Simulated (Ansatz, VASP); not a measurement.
**One calculation of RuS2, two programs**

INCAR

```
SYSTEM = RuS2
  PREC = Accurate
  ENCUT = 520
  EDIFF = 1E-7
  ISMEAR = -1
  SIGMA = 0.05
  LREAL = .False.
  LASPH = .True.
  NELM = 60
  ALGO = Normal
  ISIF = 2
  LWAVE = .False.
  LCHARG = .False.
  NBANDS = 20
```

File KPOINTS:

```
regular mesh
0
Gamma
  12 12 7
  0 0 0
```

The input POSCAR:

```
RuS2
1.0
    3.4880934764      0.0000000000      0.0000000000
   -1.7440467382      3.0207775614      0.0000000000
    0.0000000000      0.0000000000      5.1806876060
Ru S
1 2
Direct
    0.0000000000      0.0000000000      0.0000000000
    0.3333333333      0.6666666667      0.2536057355
    0.6666666667      0.3333333333      0.7463942645
```

Input for Ansatz:

```yaml
crystal:
  lattice:
    - [3.4880934764, 0.0, 0.0]
    - [-1.7440467382, 3.0207775614, 0.0]
    - [0.0, 0.0, 5.180687606]
  atoms:
    - { symbol: Ru, position: [0.0, 0.0, 0.0] }
    - { symbol: S, position: [0.3333333333, 0.6666666667, 0.2536057355] }
    - { symbol: S, position: [0.6666666667, 0.3333333333, 0.7463942645] }
kpoints:
  mp_grid: { grid: [12, 12, 7] }
scf:
  occupations: { method: fermi_dirac, width: 0.05 }
hamiltonian:
  xc: lda
  pseudopotentials: { kind: all_electron, lapw: { basis_error: 0.001 } }
output:
  forces: true
  stress: true
  eigenvalues: true
```

Change from the starting cell: functional lda, volume scaled by 1.04.

Alike in both runs: task single point; functional LDA; k mesh 12 × 12 × 7; occupations fermi-dirac, width 0.05 eV; no spin polarisation.

|  | VASP | Ansatz |
| --- | --- | --- |
| version | VASP 6.6.1 | Ansatz 0.2.0 |
| potentials or method | VASP PAW LDA potentials, release 64 (Ru_pv, S), cutoff 520 eV | all-electron LAPW, scalar-relativistic |

Ansatz gave:

- pressure (GPa): -12.4
- traceless stress, the component that is largest in VASP (GPa): 0.96
- rms of the force components (eV/Å): 0.397

Q: Which values does VASP return?

A: Pressure (GPa): -12.5; traceless stress, the component that is largest in VASP (GPa): 0.98; rms of the force components (eV/Å): 0.394.

LDA's correlation is that of Perdew and Zunger in VASP and of Perdew and Wang (1992) in Ansatz. Atom by atom the forces differ by 0.003 eV/Å (rms over components). Ansatz ran all-electron here, and VASP with PAW potentials.
